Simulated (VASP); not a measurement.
# SnSe in VASP: further runs

Runs on SnSe. Level: PBE. Tasks: single point, relaxation of cell and atoms.

All numbers are computed with VASP 6.6.1; they aren't measurements. Logs are shortened: lines on timing, memory, paths and dates and some standing lists are left out, and cuts for length are marked.

### 1 The cell of the first run

The typed cell holds 2 atoms: a = 4.273 Å, b = 4.273 Å, c = 4.273 Å, α = 119.99°, β = 119.99°, γ = 90.01°.

### 2 Single point, PBE

INCAR

```
SYSTEM = SnSe
PREC = Accurate
ENCUT = 520
EDIFF = 1E-6
ISMEAR = 0
SIGMA = 0.1
LREAL = .FALSE.
LASPH = .TRUE.
NELM = 100
ALGO = Normal
ISIF = 2
LWAVE = .FALSE.
LCHARG = .FALSE.
GGA = PE
NBANDS = 17
```

KPOINTS

```
regular mesh
0
G
  6 6 6
  0 0 0
```

POSCAR

```
SnSe
1.0
   -2.1369960624      2.1369960624      3.0214022943
    2.1369960624     -2.1369960624      3.0214022943
    2.1369960624      2.1369960624     -3.0214022943
Sn Se
1 1
Direct
    0.0000000000      0.0000000000      0.0000000000
    0.5000000000      0.5000000000      0.0000000000
```

Potentials or basis: VASP PAW PBE potentials, release 64 (Sn_d, Se).

The run is started by

```
> cat potpaw_PBE.64/Sn_d/POTCAR potpaw_PBE.64/Se/POTCAR > POTCAR
> mpirun -np 1 vasp_std > vasp.out
```

OUTCAR:

```text
SYSTEM = SnSe
   PREC = Accurate
   ENCUT = 520
   EDIFF = 1E-6
   ISMEAR = 0
   LREAL = .FALSE.
   LASPH = .TRUE.
   NELM = 100
   ISIF = 2
   GGA = PE

 ion  position               nearest neighbor table
   1  0.000  0.000  0.000-   2 3.02   2 3.02   2 3.02   2 3.02   2 3.02   2 3.02
   2  0.500  0.500  0.000-   1 3.02   1 3.02   1 3.02   1 3.02   1 3.02   1 3.02

  LATTYP: Found a body centered tetragonal cell.
 ALAT       =     4.2739921248
 C/A-ratio  =     1.4138548720

  Lattice vectors:

 A1 = (  -2.1369960624,   2.1369960624,   3.0214022943)
 A2 = (   2.1369960624,  -2.1369960624,   3.0214022943)
 A3 = (   2.1369960624,   2.1369960624,  -3.0214022943)

Analysis of symmetry for initial positions (statically):
=====================================================================
 Subroutine PRICEL returns:
 Original cell was already a primitive cell.

 Routine SETGRP: Setting up the symmetry group for a
 body centered tetragonal supercell.

 Subroutine GETGRP returns: Found 16 space group operations
 (whereof 16 operations were pure point group operations)
 out of a pool of 16 trial point group operations.

The static configuration has the point symmetry D_4h.

Analysis of symmetry for dynamics (positions and initial velocities):
=====================================================================
 Subroutine PRICEL returns:
 Original cell was already a primitive cell.

 Routine SETGRP: Setting up the symmetry group for a
 body centered tetragonal supercell.

 Subroutine GETGRP returns: Found 16 space group operations
 (whereof 16 operations were pure point group operations)
 out of a pool of 16 trial point group operations.

The dynamic configuration has the point symmetry D_4h.

 Subroutine INISYM returns: Found 16 space group operations
 (whereof 16 operations are pure point group operations),
 and found     1 'primitive' translations

----------------------------------------------------------------------------------------

                                     Primitive cell

  volume of cell :      55.1920

  direct lattice vectors                    reciprocal lattice vectors
    -2.136996062  2.136996062  3.021402294     0.000000000  0.233973290  0.165486073
     2.136996062 -2.136996062  3.021402294     0.233973290  0.000000000  0.165486073
     2.136996062  2.136996062 -3.021402294     0.233973290  0.233973290  0.000000000

  length of vectors
     4.273450148  4.273450148  4.273450148     0.286581822  0.286581822  0.330888200

  position of ions in fractional coordinates (direct lattice)
     0.000000000  0.000000000  0.000000000
[... 79 lines left out ...]
   LREAL  =      F    real-space projection
   EDIFFG = 0.1E-04   stopping-criterion for IOM
   NSW    =      0    number of steps for IOM
   IBRION =     -1    ionic relax: 0-MD 1-quasi-New 2-CG
   NFREE  =      0    steps in history (QN), initial steepest desc. (CG)
   ISIF   =      2    stress and relaxation
   ISYM   =      2    0-nonsym 1-usesym 2-fastsym
   POTIM  = 0.5000    time-step for ionic-motion
   TEBEG  =    0.0;   TEEND  =   0.0 temperature during run
   PSTRESS=    0.0 pullay stress
   NELECT =      20.0000    total number of electrons
   NUPDOWN=      -1.0000    fix difference up-down
   EMIN   =  10.00;   EMAX   =-10.00  energy-range for DOS
   EFERMI =   0.00;   METHOD = LEGACY
   ISMEAR =     0;   SIGMA  =   0.10  broadening in eV -4-tet -1-fermi 0-gaus
   EFERMI_NEDOS =   21; number of points for ismear=-14 and -15
   IALGO  =     38    algorithm
   IMIX   =      4    mixing-type and parameters
     AMIX     =   0.40;   BMIX     =  1.00
     AMIX_MAG =   1.60;   BMIX_MAG =  1.00
  volume/ion in A,a.u.               =      27.60       186.23
  Fermi-wavevector in a.u.,A,eV,Ry     =   1.167149  2.205591 18.534345  1.362236
  Thomas-Fermi vector in A             =   2.303653
   LORBIT       =      0    0 simple, 1 ext, 2 COOP (PROOUT), +10 PAW based schemes
   GGA     = PE    functional components
   LHFCALC =     F    Hartree Fock is set to
   AEXX    =    0.0000 exact exchange contribution
   IVDW    =     0    specifies the selected vdW correction
   LEPSILON=     F    determine dielectric tensor
   LRPA    =     F    only Hartree local field effects (RPA)
 non-spin polarized calculation
 Gauss-broadening in eV      SIGMA  =   0.10
  energy-cutoff  :      520.00
  volume of cell :       55.19
 maximum number of plane-waves:      1524
   NGX = 15   NGY = 15   NGZ = 15

 number of electron      20.0000002 magnetization

 Free energy of the ion-electron system (eV)
  ---------------------------------------------------
  ext. energy  EPLUGINS =         0.00000000
  ---------------------------------------------------
  free energy    TOTEN  =        -8.23690367 eV

  energy without entropy =       -8.23690163  energy(sigma->0) =       -8.23690265

 E-fermi :   5.7180     XC(G=0):  -9.5521

 val. band max:        5.4547723286   @ k =   0.5000  -0.0000   0.0000
 cond. band min:       5.9813132617   @ k =   0.5000  -0.0000   0.0000
 fundamental gap:      0.5265409331
 Fermi energy:         5.7180429248

 k-point     1 :       0.0000    0.0000    0.0000
  band No.  band energies     occupation
      1     -16.1597      2.00000
      2     -16.1596      2.00000
      3     -16.1596      2.00000
      4     -16.1575      2.00000
      5     -16.1574      2.00000
      6      -8.3465      2.00000
[... 457 lines left out ...]
      4     -16.1518      2.00000
      5     -16.1491      2.00000
      6      -7.7404      2.00000
[... 9 lines left out ...]
     16      14.4650      0.00000
     17      15.9956      0.00000

 [... further k-points ...]

------------------------ aborting loop because EDIFF is reached ----------------------------------------

  FORCE on cell =-STRESS in cart. coord.  units (eV):
  Direction    XX          YY          ZZ          XY          YZ          ZX
  --------------------------------------------------------------------------------------
  -------------------------------------------------------------------------------------
  Total       -0.0075697     -0.0075697      0.0023400      0.0000000      0.0000000      0.0000000
  in kB       -0.2197434     -0.2197434      0.0679270      0.0000000      0.0000000      0.0000000
  external PRESSURE =      -0.1238533 kB  Pullay stress =       0.0000000 kB

 VOLUME and BASIS-vectors are now :
 -----------------------------------------------------------------------------
  energy-cutoff  :      520.00
  volume of cell :       55.19
      direct lattice vectors                 reciprocal lattice vectors
    -2.136996062  2.136996062  3.021402294     0.000000000  0.233973290  0.165486073
     2.136996062 -2.136996062  3.021402294     0.233973290  0.000000000  0.165486073
     2.136996062  2.136996062 -3.021402294     0.233973290  0.233973290  0.000000000

 POSITION                                       TOTAL-FORCE (eV/Angst)
 -----------------------------------------------------------------------------------
      0.00000      0.00000      0.00000        -0.000000      0.000000      0.000000
      0.00000      0.00000      3.02140         0.000000     -0.000000      0.000000
 -----------------------------------------------------------------------------------
    total drift:                               -0.000000      0.000000     -0.000000

  FREE ENERGIE OF THE ION-ELECTRON SYSTEM (eV)
  ---------------------------------------------------
  free  energy   TOTEN  =        -8.2369036707 eV

  energy  without entropy=       -8.2369016294  energy(sigma->0) =       -8.23690265
```

Run time: 8.4 s. Hardware: 1 thread of Intel Xeon 6975P-C (Granite Rapids), shared host; peak memory 0.18 GiB.

Results:

```yaml
Free_energy: -8.2369 eV
Pressure: 0.0 GPa
Band_gap_on_the_k_mesh: 0.53 eV, direct
```

Levels at points of the mesh, in eV from the valence-band top:
```tsv
k point	band 6	band 7	band 8	band 9	band 10	band 11	band 12	band 13	band 14	band 15
(0.00, 0.00, 0.00)	-13.80	-5.11	-2.17	-2.17	-2.17	4.27	4.27	4.27	5.88	5.88
(0.50, 0.00, 0.00)	-12.90	-7.99	-1.93	-1.93	0.00	0.53	1.26	1.26	8.21	10.07
(0.50, 0.50, 0.00)	-12.63	-6.01	-5.39	-3.59	-3.59	3.06	5.27	5.28	5.88	10.40
(0.50, 0.50, 0.50)	-12.63	-6.01	-5.39	-3.59	-3.59	3.06	5.27	5.27	5.88	10.40
```

Caveat: spin-orbit coupling is left out, which moves the levels of the heavy elements. A k mesh can miss the band edges.

### 3 Single point, PBE

This run uses another cell than the first one, of 27.83 Å³/atom, 1.009 times its volume.

INCAR

```
SYSTEM = SnSe
ALGO = Normal ; EDIFF = 1E-6
ENCUT = 520 ; GGA = PE
ISIF = 2 ; ISMEAR = 0
LASPH = .TRUE. ; LCHARG = .FALSE.
LREAL = .FALSE. ; LWAVE = .FALSE.
NBANDS = 17 ; NELM = 60
PREC = Accurate ; SIGMA = 0.02
```

KPOINTS

```
k-points
0
G
  10 10 10
  0 0 0
```

POSCAR

```
SnSe
1.0
    0.0000000000      3.0305724207      3.0305724207
    3.0305724207      0.0000000000      3.0305724207
    3.0305724207      3.0305724207      0.0000000000
Sn Se
1 1
Direct
    0.0000000000      0.0000000000      0.0000000000
    0.5000000000      0.5000000000      0.5000000000
```

Potentials or basis: VASP PAW PBE potentials, release 64 (Sn_d, Se).

The run is started by

```
> cat potpaw_PBE.64/Sn_d/POTCAR potpaw_PBE.64/Se/POTCAR > POTCAR
> mpirun -np 1 vasp_std > vasp.out
```

OUTCAR:

```text
SYSTEM = SnSe
   EDIFF = 1E-6
   ENCUT = 520
   GGA = PE
   ISIF = 2
   ISMEAR = 0
   LASPH = .TRUE.
   LREAL = .FALSE.
   NELM = 60
   PREC = Accurate

 ion  position               nearest neighbor table
   1  0.000  0.000  0.000-   2 3.03   2 3.03   2 3.03   2 3.03   2 3.03   2 3.03
   2  0.500  0.500  0.500-   1 3.03   1 3.03   1 3.03   1 3.03   1 3.03   1 3.03

  LATTYP: Found a face centered cubic cell.
 ALAT       =     6.0611448414

  Lattice vectors:

 A1 = (   0.0000000000,   3.0305724207,   3.0305724207)
 A2 = (   3.0305724207,   0.0000000000,   3.0305724207)
[... 648 lines left out ...]
      4     -16.2348      2.00000
      5     -16.2338      2.00000
      6      -7.4758      2.00000
[... 9 lines left out ...]
     16      15.9498      0.00000
     17      16.6545      0.00000

 [... further k-points ...]
[... 5 lines left out ...]
  --------------------------------------------------------------------------------------
  -------------------------------------------------------------------------------------
  Total       -0.0073927     -0.0073927     -0.0073927      0.0000000      0.0000000     -0.0000000
  in kB       -0.2127702     -0.2127702     -0.2127702      0.0000000      0.0000000     -0.0000000
  external PRESSURE =      -0.2127702 kB  Pullay stress =       0.0000000 kB

 VOLUME and BASIS-vectors are now :
 -----------------------------------------------------------------------------
  energy-cutoff  :      520.00
  volume of cell :       55.67
      direct lattice vectors                 reciprocal lattice vectors
     0.000000000  3.030572421  3.030572421    -0.164985333  0.164985333  0.164985333
     3.030572421  0.000000000  3.030572421     0.164985333 -0.164985333  0.164985333
     3.030572421  3.030572421  0.000000000     0.164985333  0.164985333 -0.164985333

 POSITION                                       TOTAL-FORCE (eV/Angst)
 -----------------------------------------------------------------------------------
      0.00000      0.00000      0.00000         0.000000     -0.000000      0.000000
      3.03057      3.03057      3.03057        -0.000000      0.000000     -0.000000
 -----------------------------------------------------------------------------------
    total drift:                                0.000000     -0.000000     -0.000000

  FREE ENERGIE OF THE ION-ELECTRON SYSTEM (eV)
  ---------------------------------------------------
  free  energy   TOTEN  =        -8.2169641249 eV

  energy  without entropy=       -8.2169641249  energy(sigma->0) =       -8.21696412
```

stdout:

```text
POSCAR found type information on POSCAR SnSe
 POSCAR found :  2 types and       2 ions
 scaLAPACK will be used
 LDA part: xc-table for (Slater+PW92), standard interpolation
 POSCAR, INCAR and KPOINTS ok, starting setup
 FFT: planning ... GRIDC
 FFT: planning ... GRID_SOFT
 FFT: planning ... GRID
 WAVECAR not read
 entering main loop
```

Run time: 12 s. Hardware: 1 thread of Intel Xeon 6975P-C (Granite Rapids), shared host; peak memory 0.2 GiB.

What came out:

```
Free energy            : -8.2170 eV
Pressure               : 0.0 GPa
Band gap on the k mesh : 0.49 eV, indirect (least direct gap 0.50 eV)
```

Caveat: spin-orbit coupling is left out, which moves the levels of the heavy elements. A k mesh can miss the band edges.

### 4 Relaxation of cell and atoms, PBE

INCAR

```
ALGO = Normal
EDIFF = 1E-6
EDIFFG = -0.01
ENCUT = 600
GGA = PE
IBRION = 2
ISIF = 3
ISMEAR = 0
LASPH = True
LCHARG = False
LREAL = False
LWAVE = False
NELM = 60
NSW = 100
PREC = Accurate
SIGMA = 0.02
```

KPOINTS

```
k-points
0
Gamma
  10 10 10
```

POSCAR

```
SnSe
1.0
    0.0000000000      3.0219133075      3.0219133075
    3.0219133075      0.0000000000      3.0219133075
    3.0219133075      3.0219133075      0.0000000000
Sn Se
1 1
Direct
    0.0000000000      0.0000000000      0.0000000000
    0.5000000000      0.5000000000      0.5000000000
```

The run is started by

```
> cat potpaw_PBE.64/Sn_d/POTCAR potpaw_PBE.64/Se/POTCAR > POTCAR
> mpirun -np 1 vasp_std > vasp.out
```

Run time: 30 s. Hardware: 1 thread of Intel Xeon 6975P-C (Granite Rapids), shared host; peak memory 0.24 GiB.

Results (log left out):

| Item | Value |
| --- | --- |
| Free energy | -8.2170 eV |
| Relaxed volume | 27.85 Å³/atom |
| Relaxed cell | a = 4.287 Å, b = 4.287 Å, c = 4.287 Å, α = 60.00°, β = 60.00°, γ = 60.00° |
| Space group after relaxing (to 0.05 Å) | Fm-3m (No. 225) |
| Energy gained by relaxing | 0.3 meV/atom |
| Ionic steps | 3 |
| Pressure after relaxing | 0.0 GPa |
| Band gap on the k mesh | 0.49 eV, indirect (least direct gap 0.49 eV) |

The path:
```tsv
step	energy change (eV)	largest force (eV/Å)	pressure (GPa)	volume (Å³)
1	0.0000	0.0000	0.43	55.19
2	-0.0007	0.0000	-0.07	55.78
3	-0.0007	0.0000	-0.01	55.70
```

Final structure:
```
Sn Se
1.0
     0.00000    3.03108    3.03108
     3.03108    0.00000    3.03108
     3.03108    3.03108    0.00000
Sn Se
1 1
Direct
  0.00000 0.00000 0.00000
  0.50000 0.50000 0.50000
```

Levels at points of the mesh, in eV from the valence-band top:
```tsv
k point	band 6	band 7	band 8	band 9	band 10	band 11	band 12	band 13	band 14
(0.00, 0.00, 0.00)	-13.73	-5.14	-2.14	-2.14	-2.14	4.23	4.23	4.23	5.88
(0.50, 0.00, 0.00)	-12.85	-7.95	-1.90	-1.90	0.00	0.49	1.25	1.25	8.19
(0.50, 0.50, 0.00)	-12.59	-6.02	-5.33	-3.55	-3.55	3.09	5.22	5.22	5.83
```

Caveat: spin-orbit coupling is left out, which moves the levels of the heavy elements. A k mesh can miss the band edges.

### 5 Summary

```tsv
task	cell	k mesh	cutoff (eV)	smearing	gap on the mesh (eV)	pressure (GPa)
single point	a = 4.273 Å, angles 120.0, 120.0, 90.0°, 2 atoms	6 × 6 × 6	520	gaussian 0.1 eV	0.53	0.0
single point	a = 4.286 Å, angles 60.0°, 2 atoms	10 × 10 × 10	520	gaussian 0.02 eV	0.49	0.0
relaxation of cell and atoms	relaxed from a = 4.274 Å, angles 60.0°, 2 atoms	10 × 10 × 10	600	gaussian 0.02 eV	0.49	0.0
```

Alike in all rows: level PBE; potentials or basis VASP PAW PBE potentials, release 64 (Sn_d, Se); no spin polarisation.

Caveats: spin-orbit coupling is left out, which moves the levels of the heavy elements.

Absolute energies hang on the potentials; compare differences alone.
